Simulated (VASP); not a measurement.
A run of VASP 6.6.1 is set up as follows.

File INCAR:

```
SYSTEM = Ge
ALGO = Normal ; EDIFF = 1E-6
ENCUT = 520 ; GGA = CA
ISIF = 2 ; ISMEAR = -1
LASPH = .True. ; LCHARG = .True.
LELF = .True. ; LREAL = .False.
LVHAR = .True. ; LWAVE = .False.
NBANDS = 21 ; NELM = 80
PREC = Accurate ; SIGMA = 0.05
```

KPOINTS

```
k-points
0
Gamma
  11 11 11
  0 0 0
```

The input POSCAR:

```
Ge
1.0
   -2.5448496043      2.7028539053      1.4651295863
    2.5448496043     -2.7028539053      1.4651295863
    2.5448496043      2.7028539053     -1.4651295863
Ge
2
Direct
    0.3140570000      0.0640570000      0.2500000000
    0.6859430000      0.9359430000      0.7500000000
```

Potentials or basis: VASP PAW LDA potentials, release 64 (Ge_d).

Run with:

```console
$ cat potpaw_LDA.64/Ge_d/POTCAR > POTCAR
$ mpirun -np 1 vasp_std > vasp.out
```

(1) Estimate the pressure.

(2) What does it give for the band gap on the k mesh?

Results:

(1) -7.4 GPa.

(2) zero (band 14 reaches 7.47 eV, above the bottom of band 15 at 2.78 eV).
